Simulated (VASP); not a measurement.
Write the native input for VASP 6.6.1 that does the following.

```
Task                   : single point
Functional             : PBE
Potentials or basis    : VASP PAW PBE potentials, release 64 (C)
Cutoff                 : 520 eV
k mesh                 : 12 × 12 × 12
Occupations            : fermi-dirac, width 0.02 eV
Spin                   : no spin polarisation
Dipole correction      : no
Further INCAR settings : ALGO = Normal; EDIFF = 1e-07; NBANDS = 11
```

The structure of C lies in POSCAR:

```
C
1.0
    0.0000000000      1.7801241423      1.7801241423
    1.7801241423      0.0000000000      1.7801241423
    1.7801241423      1.7801241423      0.0000000000
C
2
Direct
    0.0000000000      0.0000000000      0.0000000000
    0.2500000000      0.2500000000      0.2500000000
```

These files were run (other wordings do the same):

INCAR

```
PREC = Accurate
ENCUT = 520
EDIFF = 1E-7
ISMEAR = -1
SIGMA = 0.02
LREAL = F
LASPH = T
NELM = 100
ALGO = Normal
ISIF = 2
LWAVE = F
LCHARG = F
GGA = PE
NBANDS = 11
```

KPOINTS

```
regular mesh
0
Gamma
  12 12 12
```

Potentials or basis: VASP PAW PBE potentials, release 64 (C).

The run is started by

```console
$ cat potpaw_PBE.64/C/POTCAR > POTCAR
$ mpirun -np 1 vasp_std > vasp.out
```

It gave:

The pressure is 4.9 GPa and the band gap on the k mesh is 4.17 eV, indirect (least direct gap 5.60 eV).

Wall time 5.1 s on 1 thread of Intel(R) Xeon(R) Platinum 8375C CPU @ 2.90GHz (Ice Lake) (shared host), peak memory 0.12 GiB.
